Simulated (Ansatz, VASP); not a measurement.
Two plane-wave programs on Pt

File INCAR:

```
PREC = Accurate
ENCUT = 520
EDIFF = 1E-7
ISMEAR = 0
SIGMA = 0.15
LREAL = F
LASPH = T
NELM = 100
ALGO = Fast
ISIF = 2
LWAVE = F
LCHARG = F
GGA = PE
NBANDS = 17
```

The input KPOINTS:

```
regular mesh
0
Gamma
  18 18 10
```

POSCAR

```
Pt
1.0
    2.8964665954      0.0000000000      0.0000000000
   -1.4482332978      2.6278619220      0.0000000000
    0.0000000000      0.0000000000      4.7813829983
Pt
2
Direct
    0.6666666667      0.3333333333      0.7500000000
    0.3333333333      0.6666666667      0.2500000000
```

Input for Ansatz:

```yaml
crystal:
  lattice:
    - [2.8964665954, 0.0, 0.0]
    - [-1.4482332978, 2.627861922, 0.0]
    - [0.0, 0.0, 4.7813829983]
  atoms:
    - { symbol: Pt, position: [0.6666666667, 0.3333333333, 0.75] }
    - { symbol: Pt, position: [0.3333333333, 0.6666666667, 0.25] }
basis:
  ecutwfc: 420
kpoints:
  mp_grid: { grid: [18, 18, 10] }
hamiltonian:
  xc: pbe
scf:
  occupations: { method: gaussian, width: 0.15 }
output:
  forces: true
  stress: true
  eigenvalues: true
```

Change from the starting cell: normal strain along x +0.0500, normal strain along y +0.1000.

Alike in both runs: task single point; functional PBE; k mesh 18 × 18 × 10; occupations gaussian, width 0.15 eV; no spin polarisation.

|  | VASP | Ansatz |
| --- | --- | --- |
| version | VASP 6.6.1 | Ansatz 0.2.0 |
| potentials or method | VASP PAW PBE potentials, release 64 (Pt), cutoff 520 eV | scalar-relativistic, plane waves, PAW |
| valence electrons in the cell | 20 | 36 |

Ansatz gave:

```
gap on the k mesh at the Fermi level (eV)                     : none
pressure (GPa)                                                : -23.1
traceless stress, the component that is largest in VASP (GPa) : 2.75
rms of the force components (eV/Å)                            : 0.011
```

Estimate VASP's values.

gap on the k mesh at the Fermi level (eV): none; pressure (GPa): -23.4; traceless stress, the component that is largest in VASP (GPa): 2.71; rms of the force components (eV/Å): 0.012.

Atom by atom the forces differ by 0.001 eV/Å (rms over components). A gap of «none» marks a metal or a gap that the smearing closes. The functional is the same, so the differences come from potentials, cutoffs and numerics. VASP's potentials hold 20 valence electrons a cell and Ansatz's 36, so a difference there can come from the potentials and not from the codes.

Spin-orbit coupling is off throughout.
